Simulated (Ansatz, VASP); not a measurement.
# Cd3SeS2 in VASP and in Ansatz

```
Cd Se S
1.0
     4.29012    0.00000    0.00000
    -2.14506    3.71535    0.00000
     0.00000    0.00000   20.69663
Cd Se S
6 2 4
Cartesian
  2.1451 1.2385 10.2403
  2.1451 1.2385 3.5413
  0.0000 2.4769 6.8907
  0.0000 2.4769 -0.1080
  2.1451 1.2385 17.2391
  0.0000 2.4769 13.8896
  2.1451 1.2385 12.9237
  0.0000 2.4769 2.5754
  2.1451 1.2385 6.1026
  0.0000 2.4769 9.4559
  2.1451 1.2385 19.8042
  0.0000 2.4769 16.4509
```

Alike in both runs: functional PBE; k mesh 3 × 3 × 1; occupations gaussian, width 0.15 eV; no spin polarisation.

Ansatz relaxed the structure, and its values are those at the end. VASP's run is a single point on that final structure, the one shown.

```csv
,VASP,Ansatz
version,VASP 6.6.1,Ansatz 0.2.0
potentials or method,"VASP PAW PBE potentials, release 64 (Cd, Se, S), cutoff 520 eV","scalar-relativistic, plane waves, PAW"
valence electrons in the cell,108,176
```

|  | VASP | Ansatz | Ansatz less VASP |
| --- | --- | --- | --- |
| gap on the k mesh at the Fermi level (eV) | 0.71 | 0.71 | +0.001 |
| least direct gap on the mesh (eV) | 0.71 | 0.71 | +0.001 |
| pressure (GPa) | 0.1 | -0.1 | -0.27 |
| rms of the force components (eV/Å) | 0.010 | 0.009 | -0.0015 |

VASP's potentials hold 108 valence electrons a cell and Ansatz's 176, so a difference there can come from the potentials and not from the codes.

The k mesh is coarse, so the values compare programs but aren't converged.
